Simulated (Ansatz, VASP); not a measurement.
**Two plane-wave programs on WS2**

INCAR

```
SYSTEM = WS2
ALGO = Normal
EDIFF = 1E-6
ENCUT = 520
GGA = PS
ISIF = 2
ISMEAR = 0
LASPH = .TRUE.
LCHARG = .FALSE.
LREAL = .FALSE.
LWAVE = .FALSE.
NBANDS = 20
NELM = 80
PREC = Accurate
SIGMA = 0.05
```

File KPOINTS:

```
k-points
0
G
  12 12 2
  0 0 0
```

The input POSCAR:

```
WS2
1.0
    3.0671318192      0.0000000000      0.0000000000
   -1.5335659096      2.6562140722      0.0000000000
    0.0000000000      0.0000000000     17.3772566117
W S
1 2
Direct
    0.3333333333      0.6666666667      0.0000000000
    0.6666666667      0.3333333333      0.9075761491
    0.6666666667      0.3333333333      0.0924238509
```

Input for Ansatz:

```yaml
crystal:
  lattice:
    - [3.0671318192, 0.0, 0.0]
    - [-1.5335659096, 2.6562140722, 0.0]
    - [0.0, 0.0, 17.3772566117]
  atoms:
    - { symbol: W, position: [0.3333333333, 0.6666666667, 0.0] }
    - { symbol: S, position: [0.6666666667, 0.3333333333, 0.9075761491] }
    - { symbol: S, position: [0.6666666667, 0.3333333333, 0.0924238509] }
basis:
  ecutwfc: 420
kpoints:
  mp_grid: { grid: [12, 12, 2] }
hamiltonian:
  xc: pbesol
scf:
  occupations: { method: gaussian, width: 0.05 }
output:
  forces: true
  stress: true
  eigenvalues: true
```

Change from the starting cell: strain -0.025 along x and y, +0.025 along z, atoms carried along.

Alike in both runs: task single point; functional PBEsol; k mesh 12 × 12 × 2; occupations gaussian, width 0.05 eV; no spin polarisation.

|  | VASP | Ansatz |
| --- | --- | --- |
| version | VASP 6.6.1 | Ansatz 0.2.0 |
| potentials or method | VASP PAW PBE potentials, release 64 (W_sv, S), cutoff 520 eV | scalar-relativistic, plane waves, PAW |
| valence electrons in the cell | 26 | 26 |

Ansatz gave:

| Property | Result |
| --- | --- |
| gap on the k mesh at the Fermi level (eV) | 1.82 |
| least direct gap on the mesh (eV) | 2.37 |
| rms of the force components (eV/Å) | 0.093 |

Question: Estimate VASP's values.

Answer: gap on the k mesh at the Fermi level (eV): 1.82; least direct gap on the mesh (eV): 2.37; rms of the force components (eV/Å): 0.082.

VASP's potentials were made for PBE, not for PBEsol. Atom by atom the forces differ by 0.011 eV/Å (rms over components). With one functional, cell and mesh, what is left measures potentials, basis and numerics.

Neither program's run includes spin-orbit coupling.
